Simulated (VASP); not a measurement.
Here is a VASP 6.6.1 calculation.

File INCAR:

```
PREC = Accurate ; ENCUT = 600
EDIFF = 1E-6 ; ISMEAR = 0
SIGMA = 0.1 ; LREAL = False
LASPH = True ; NELM = 120
ALGO = Normal ; ISIF = 2
LWAVE = False ; LCHARG = True
GGA = PE ; LELF = True
LVHAR = True ; NBANDS = 24
GGA_COMPAT = False
```

KPOINTS

```
regular mesh
0
Gamma
  6 6 4
```

The input POSCAR:

```
SrO
1.0
    3.5532880900      0.0000000000      0.0000000000
   -1.7766440500      3.0772377500      0.0000000000
    0.0000000000      0.0000000000      6.2173039800
Sr O
2 2
Direct
    0.3333333300      0.6666666700      0.2500000000
    0.6666666700      0.3333333300      0.7500000000
    0.0000000000      0.0000000000      0.0000000000
    0.0000000000      0.0000000000      0.5000000000
```

Potentials or basis: VASP PAW PBE potentials, release 64 (Sr_sv, O).

Run with:

```sh
$ cat potpaw_PBE.64/Sr_sv/POTCAR potpaw_PBE.64/O/POTCAR > POTCAR
$ mpirun -np 1 vasp_std > vasp.out
```

Problem. Predict the band gap on the k mesh.

Solution. 3.06 eV (least direct gap 3.08 eV).

Problem. Predict the pressure.

Solution. 1.9 GPa.

Stress tensor (GPa, compression positive):
```
2.00 0.00 0.00
0.00 2.00 0.00
0.00 0.00 1.76
```

A k mesh can miss the band edges.
